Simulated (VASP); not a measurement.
**HfO2: single point with PBE**

The system is HfO2.

```
Hf O
1.0
     5.85868    0.12881   -0.17639
     0.12881    5.41474   -0.01798
    -0.17639   -0.01798    5.75823
Hf O
5 10
Cartesian
  -0.1245 2.9365 5.5564
  -0.0902 0.7679 2.7246
  3.3343 1.9828 4.2696
  1.9203 5.2759 5.4440
  3.5290 4.1873 2.0454
  0.7786 1.7681 1.1415
  1.5276 1.5625 4.1154
  2.0380 5.3347 1.5589
  4.9926 2.5923 2.8087
  0.0917 4.5908 4.4486
  3.8195 0.9898 5.8285
  2.6089 3.5951 0.5252
  3.7470 0.5099 2.5274
  5.4550 4.4195 0.9338
  3.0704 4.1823 4.0128
```

```
Program             : VASP 6.6.1
Task                : single point
Functional          : PBE
Potentials or basis : VASP PAW PBE potentials, release 64 (Hf_pv, O)
Cutoff              : 520 eV
k mesh              : 1 × 1 × 1
Occupations         : fermi-dirac, width 0.2585 eV
Spin                : no spin polarisation
```

| Quantity | Value |
| --- | --- |
| Pressure | 15.6 GPa |
| Largest force | 7.145 eV/Å |
| Band gap on the k mesh | 1.25 eV |

Forces on the atoms (eV/Å):
```
Hf   0.139  0.777  1.627
Hf   2.518 -3.112 -3.092
Hf   1.454  1.866 -2.464
Hf  -1.208  0.132 -0.853
Hf   4.083 -2.784  1.172
O   -0.951  0.372 -0.763
O   -3.039 -0.870 -0.117
O   -3.510  1.107  2.801
O   -1.648  1.544  3.260
O    3.273  2.119 -1.007
O   -1.224  1.284 -2.378
O   -0.917 -4.821 -3.824
O    2.952  5.289  3.790
O   -1.378 -0.493  1.272
O   -0.545 -2.410  0.575
```

Stress tensor (GPa, compression positive):
```
16.71  5.70  4.19
 5.70 21.15 -3.57
 4.19 -3.57  9.04
```

Levels at points of the mesh, in eV from the valence-band top:
```tsv
k point	band 51	band 52	band 53	band 54	band 55	band 56	band 57	band 58	band 59	band 60
(0.00, 0.00, 0.00)	-1.57	-1.32	-0.99	-0.84	0.00	1.26	2.61	3.13	3.46	3.68
```

Run time: 71 s on 1 thread of AMD EPYC 7R13, with other jobs on the host, peak memory 0.24 GiB.

Caveat: the k points lie up to 1.16 Å⁻¹ apart; spin-orbit coupling is left out, which moves the levels of the heavy elements.
